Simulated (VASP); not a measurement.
# KF (Carobbiite) (Fm-3m) in VASP: a series of runs, part 2 of 2

VASP 6.6.1. Earlier steps stand in the parts before.

**3. Single point, PBE**

This run uses another cell than the first one, of 18.80 Å³/atom, 0.892 times its volume.

Input file INCAR:

```
SYSTEM = KF
PREC = Accurate
ENCUT = 520
EDIFF = 1E-7
ISMEAR = 0
SIGMA = 0.01
LREAL = .FALSE.
LASPH = .TRUE.
NELM = 100
ALGO = Normal
ISIF = 2
LWAVE = .FALSE.
LCHARG = .FALSE.
GGA = PE
NBANDS = 15
```

Input file KPOINTS:

```
regular mesh
0
G
  8 8 8
  0 0 0
```

Input file POSCAR:

```
KF
1.0
    0.0000000000      2.6589566750      2.6589566750
    2.6589566750      0.0000000000      2.6589566750
    2.6589566750      2.6589566750      0.0000000000
K F
1 1
Direct
    0.0000000000      0.0000000000      0.0000000000
    0.5000000000      0.5000000000      0.5000000000
```

Potentials or basis: VASP PAW PBE potentials, release 64 (K_sv, F).

Launch:

```
> cat potpaw_PBE.64/K_sv/POTCAR potpaw_PBE.64/F/POTCAR > POTCAR
> mpirun -np 1 vasp_std > vasp.out
```

OUTCAR:

```text
SYSTEM = KF
   PREC = Accurate
   ENCUT = 520
   EDIFF = 1E-7
   ISMEAR = 0
   LREAL = .FALSE.
   LASPH = .TRUE.
   NELM = 100
   ISIF = 2
   GGA = PE

 ion  position               nearest neighbor table
   1  0.000  0.000  0.000-   2 2.66   2 2.66   2 2.66   2 2.66   2 2.66   2 2.66
   2  0.500  0.500  0.500-   1 2.66   1 2.66   1 2.66   1 2.66   1 2.66   1 2.66

  LATTYP: Found a face centered cubic cell.
 ALAT       =     5.3179133500

  Lattice vectors:

 A1 = (   0.0000000000,   2.6589566750,   2.6589566750)
 A2 = (   2.6589566750,   0.0000000000,   2.6589566750)
 A3 = (   2.6589566750,   2.6589566750,   0.0000000000)

Analysis of symmetry for initial positions (statically):
=====================================================================
 Subroutine PRICEL returns:
 Original cell was already a primitive cell.

 Routine SETGRP: Setting up the symmetry group for a
 face centered cubic supercell.

 Subroutine GETGRP returns: Found 48 space group operations
 (whereof 48 operations were pure point group operations)
 out of a pool of 48 trial point group operations.

The static configuration has the point symmetry O_h .

Analysis of symmetry for dynamics (positions and initial velocities):
=====================================================================
 Subroutine PRICEL returns:
 Original cell was already a primitive cell.

 Routine SETGRP: Setting up the symmetry group for a
 face centered cubic supercell.

 Subroutine GETGRP returns: Found 48 space group operations
 (whereof 48 operations were pure point group operations)
 out of a pool of 48 trial point group operations.

The dynamic configuration has the point symmetry O_h .

 Subroutine INISYM returns: Found 48 space group operations
 (whereof 48 operations are pure point group operations),
 and found     1 'primitive' translations

----------------------------------------------------------------------------------------

                                     Primitive cell

  volume of cell :      37.5979

  direct lattice vectors                    reciprocal lattice vectors
     0.000000000  2.658956675  2.658956675    -0.188043681  0.188043681  0.188043681
     2.658956675  0.000000000  2.658956675     0.188043681 -0.188043681  0.188043681
     2.658956675  2.658956675  0.000000000     0.188043681  0.188043681 -0.188043681

  length of vectors
     3.760332592  3.760332592  3.760332592     0.325701209  0.325701209  0.325701209

  position of ions in fractional coordinates (direct lattice)
     0.000000000  0.000000000  0.000000000
     0.500000000  0.500000000  0.500000000

  ion indices of the primitive-cell ions
   primitive index   ion index
                 1           1
                 2           2

----------------------------------------------------------------------------------------

 KPOINTS: regular mesh

Automatic generation of k-mesh.
 Grid dimensions read from file:
 generate k-points for:    8    8    8

 Generating k-lattice:

  Cartesian coordinates                     Fractional coordinates (reciprocal lattice)
    -0.023505460  0.023505460  0.023505460     0.125000000  0.000000000  0.000000000
     0.023505460 -0.023505460  0.023505460     0.000000000  0.125000000  0.000000000
     0.023505460  0.023505460 -0.023505460     0.000000000  0.000000000  0.125000000

  Length of vectors
     0.040712651  0.040712651  0.040712651

[... 37 lines left out ...]
   total plane-waves  NPLWV =  21952
   dimension x,y,z NGX =    28 NGY =   28 NGZ =   28
   dimension x,y,z NGXF=    56 NGYF=   56 NGZF=   56
   ions per type =               1   1
   NGX,Y,Z   is equivalent  to a cutoff of  12.38, 12.38, 12.38 a.u.
   NGXF,Y,Z  is equivalent  to a cutoff of  24.76, 24.76, 24.76 a.u.
 SYSTEM =  KF
   PREC   = accura    normal or accurate (medium, high low for compatibility)
   ISTART =      0    job   : 0-new  1-cont  2-samecut
   ICHARG =      2    charge: 1-file 2-atom 10-const
   ISPIN  =      1    spin polarized calculation?
   LNONCOLLINEAR =      F non collinear calculations
   LSORBIT =      F    spin-orbit coupling
   LASPH  =      T    aspherical Exc in radial PAW
   ENCUT  =  520.0 eV  38.22 Ry    6.18 a.u.   6.99  6.99  6.99*2*pi/ulx,y,z
   NELM   =    100;   NELMIN=  2; NELMDL= -5     # of ELM steps
   EDIFF  = 0.1E-06   stopping-criterion for ELM
   LREAL  =      F    real-space projection
   EDIFFG = 0.1E-05   stopping-criterion for IOM
   NSW    =      0    number of steps for IOM
   IBRION =     -1    ionic relax: 0-MD 1-quasi-New 2-CG
   NFREE  =      0    steps in history (QN), initial steepest desc. (CG)
   ISIF   =      2    stress and relaxation
   ISYM   =      2    0-nonsym 1-usesym 2-fastsym
   POTIM  = 0.5000    time-step for ionic-motion
   TEBEG  =    0.0;   TEEND  =   0.0 temperature during run
   PSTRESS=    0.0 pullay stress
   NELECT =      16.0000    total number of electrons
   NUPDOWN=      -1.0000    fix difference up-down
   EMIN   =  10.00;   EMAX   =-10.00  energy-range for DOS
   EFERMI =   0.00;   METHOD = LEGACY
   ISMEAR =     0;   SIGMA  =   0.01  broadening in eV -4-tet -1-fermi 0-gaus
   EFERMI_NEDOS =   21; number of points for ismear=-14 and -15
   IALGO  =     38    algorithm
   IMIX   =      4    mixing-type and parameters
     AMIX     =   0.40;   BMIX     =  1.00
     AMIX_MAG =   1.60;   BMIX_MAG =  1.00
  volume/ion in A,a.u.               =      18.80       126.86
  Fermi-wavevector in a.u.,A,eV,Ry     =   1.231384  2.326979 20.630609  1.516307
  Thomas-Fermi vector in A             =   2.366196
   LORBIT       =      0    0 simple, 1 ext, 2 COOP (PROOUT), +10 PAW based schemes
   GGA     = PE    functional components
   LHFCALC =     F    Hartree Fock is set to
   AEXX    =    0.0000 exact exchange contribution
   IVDW    =     0    specifies the selected vdW correction
   LEPSILON=     F    determine dielectric tensor
   LRPA    =     F    only Hartree local field effects (RPA)
 non-spin polarized calculation
 Gauss-broadening in eV      SIGMA  =   0.01
  energy-cutoff  :      520.00
  volume of cell :       37.60
 maximum number of plane-waves:      1036
   NGX = 13   NGY = 13   NGZ = 13

 number of electron      16.0000010 magnetization

 Free energy of the ion-electron system (eV)
  ---------------------------------------------------
  ext. energy  EPLUGINS =         0.00000000
  ---------------------------------------------------
  free energy    TOTEN  =        -8.28359083 eV

  energy without entropy =       -8.28359083  energy(sigma->0) =       -8.28359083

 E-fermi :  -2.6291     XC(G=0):  -8.4698

 val. band max:       -2.7652625545   @ k =   0.0000   0.0000   0.0000
 cond. band min:       3.4771964611   @ k =   0.0000   0.0000   0.0000
 fundamental gap:      6.2424590156
 Fermi energy:        -2.6290619904

 k-point     1 :       0.0000    0.0000    0.0000
  band No.  band energies     occupation
      1     -28.8628      2.00000
      2     -21.4291      2.00000
      3     -12.1024      2.00000
      4     -12.1024      2.00000
      5     -12.1024      2.00000
      6      -2.7653      2.00000
      7      -2.7653      2.00000
      8      -2.7653      2.00000
      9       3.4772      0.00000
     10       7.9544      0.00000
     11       7.9544      0.00000
     12       7.9544      0.00000
     13       9.6456      0.00000
     14       9.6456      0.00000
[... 401 lines left out ...]
      2     -21.5005      2.00000
      3     -12.4349      2.00000
      4     -12.3282      2.00000
      5     -12.1773      2.00000
      6      -3.3448      2.00000
      7      -3.0505      2.00000
      8      -3.0245      2.00000
      9       6.6916      0.00000
     10       7.3984      0.00000
     11       8.9938      0.00000
     12      10.0306      0.00000
     13      11.3038      0.00000
     14      12.3776      0.00000
     15      12.6571      0.00000

 [... further k-points ...]

------------------------ aborting loop because EDIFF is reached ----------------------------------------

  FORCE on cell =-STRESS in cart. coord.  units (eV):
  Direction    XX          YY          ZZ          XY          YZ          ZX
  --------------------------------------------------------------------------------------
  -------------------------------------------------------------------------------------
  Total        0.4612140      0.4612140      0.4612140     -0.0000000      0.0000000     -0.0000000
  in kB       19.6539225     19.6539225     19.6539225     -0.0000000      0.0000000     -0.0000000
  external PRESSURE =      19.6539225 kB  Pullay stress =       0.0000000 kB

 VOLUME and BASIS-vectors are now :
 -----------------------------------------------------------------------------
  energy-cutoff  :      520.00
  volume of cell :       37.60
      direct lattice vectors                 reciprocal lattice vectors
     0.000000000  2.658956675  2.658956675    -0.188043681  0.188043681  0.188043681
     2.658956675  0.000000000  2.658956675     0.188043681 -0.188043681  0.188043681
     2.658956675  2.658956675  0.000000000     0.188043681  0.188043681 -0.188043681

 POSITION                                       TOTAL-FORCE (eV/Angst)
 -----------------------------------------------------------------------------------
      0.00000      0.00000      0.00000        -0.000000      0.000000      0.000000
      2.65896      2.65896      2.65896         0.000000     -0.000000     -0.000000
 -----------------------------------------------------------------------------------
    total drift:                                0.000000      0.000000      0.000000

  FREE ENERGIE OF THE ION-ELECTRON SYSTEM (eV)
  ---------------------------------------------------
  free  energy   TOTEN  =        -8.2835908261 eV

  energy  without entropy=       -8.2835908261  energy(sigma->0) =       -8.28359083
```

OSZICAR:

```text
N       E                     dE             d eps       ncg     rms          rms(c)
DAV:   1     0.106100452590E+03    0.10610E+03   -0.81306E+03   870   0.103E+03
DAV:   2    -0.521294866813E+01   -0.11131E+03   -0.10094E+03  1115   0.279E+02
DAV:   3    -0.942045532044E+01   -0.42075E+01   -0.41859E+01  1143   0.484E+01
DAV:   4    -0.954133736513E+01   -0.12088E+00   -0.12087E+00  1175   0.774E+00
DAV:   5    -0.954317387885E+01   -0.18365E-02   -0.18365E-02  1161   0.746E-01    0.635E+00
DAV:   6    -0.831344710768E+01    0.12297E+01   -0.34787E+00   898   0.149E+01    0.411E+00
DAV:   7    -0.828506320745E+01    0.28384E-01   -0.66132E-02  1073   0.223E+00    0.231E+00
DAV:   8    -0.828137035206E+01    0.36929E-02   -0.50326E-02   961   0.222E+00    0.192E-01
DAV:   9    -0.828291079280E+01   -0.15404E-02   -0.38174E-03  1087   0.513E-01    0.124E-01
DAV:  10    -0.828346722937E+01   -0.55644E-03   -0.46661E-04   919   0.188E-01    0.605E-02
DAV:  11    -0.828359204234E+01   -0.12481E-03   -0.12632E-04   905   0.948E-02    0.197E-02
DAV:  12    -0.828359076397E+01    0.12784E-05   -0.12899E-05  1095   0.361E-02    0.440E-03
DAV:  13    -0.828359082764E+01   -0.63669E-07   -0.21204E-06   954   0.132E-02    0.233E-03
DAV:  14    -0.828359082606E+01    0.15839E-08   -0.61019E-08   936   0.233E-03
   1 F= -.82835908E+01 E0= -.82835908E+01  d E =-.893785E-85
```

stdout:

```text
POSCAR found type information on POSCAR K F
 POSCAR found :  2 types and       2 ions
 scaLAPACK will be used
 LDA part: xc-table for (Slater+PW92), standard interpolation
 POSCAR, INCAR and KPOINTS ok, starting setup
 FFT: planning ... GRIDC
 FFT: planning ... GRID_SOFT
 FFT: planning ... GRID
 WAVECAR not read
 entering main loop
```

Wall time 8.7 s (1 thread of AMD EPYC 9R45 (Zen 5), shared host); peak memory 0.13 GiB.

What came out:

```
Free energy            : -8.2836 eV
Pressure               : 2.0 GPa
Band gap on the k mesh : 6.24 eV, direct
```

Levels at points of the mesh, in eV from the valence-band top:
```
           k point  band 5  band 6  band 7  band 8  band 9  band 10  band 11  band 12
(0.00, 0.00, 0.00)   -9.34    0.00    0.00    0.00    6.24    10.72    10.72    10.72
(0.50, 0.00, 0.00)   -9.37   -0.81   -0.36   -0.36    9.13    10.72    12.14    12.14
(0.50, 0.50, 0.00)   -9.56   -0.21   -0.05   -0.05    8.21    10.38    11.93    13.69
```

A k mesh can miss the band edges. Expect the measured gap to be larger: semilocal functionals such as PBE lack the derivative discontinuity.
